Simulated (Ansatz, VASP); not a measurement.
# B2As in VASP and in Ansatz

```
B As
1.0
     3.51384   -1.51550    0.09152
     3.51384    1.51550    0.09152
    -0.01806    0.00000    3.40806
B As
2 1
Cartesian
  1.4321 0.0000 1.8081
  5.5776 0.0000 1.7830
  0.0000 0.0000 0.0000
```

Alike in both runs: functional PBE; k mesh 6 × 6 × 6; occupations gaussian, width 0.1 eV; no spin polarisation.

Ansatz relaxed the structure, and its values are those at the end. VASP's run is a single point on that final structure, the one shown.

|  | VASP | Ansatz |
| --- | --- | --- |
| version | VASP 6.6.1 | Ansatz 0.2.0 |
| potentials or method | VASP PAW PBE potentials, release 64 (B, As), cutoff 520 eV | scalar-relativistic, plane waves, PAW |
| valence electrons in the cell | 11 | 21 |

Ansatz gave:

- gap on the k mesh at the Fermi level (eV): none
- pressure (GPa): 0.0
- rms of the force components (eV/Å): 0.006

**Question.** What did VASP give for the same quantities?

**Answer.** gap on the k mesh at the Fermi level (eV): none; pressure (GPa): 0.2; rms of the force components (eV/Å): 0.002.

A gap of «none» marks a metal or a gap that the smearing closes. VASP's potentials hold 11 valence electrons a cell and Ansatz's 21, so a difference there can come from the potentials and not from the codes.

The k mesh is coarse, so the values compare programs but aren't converged.
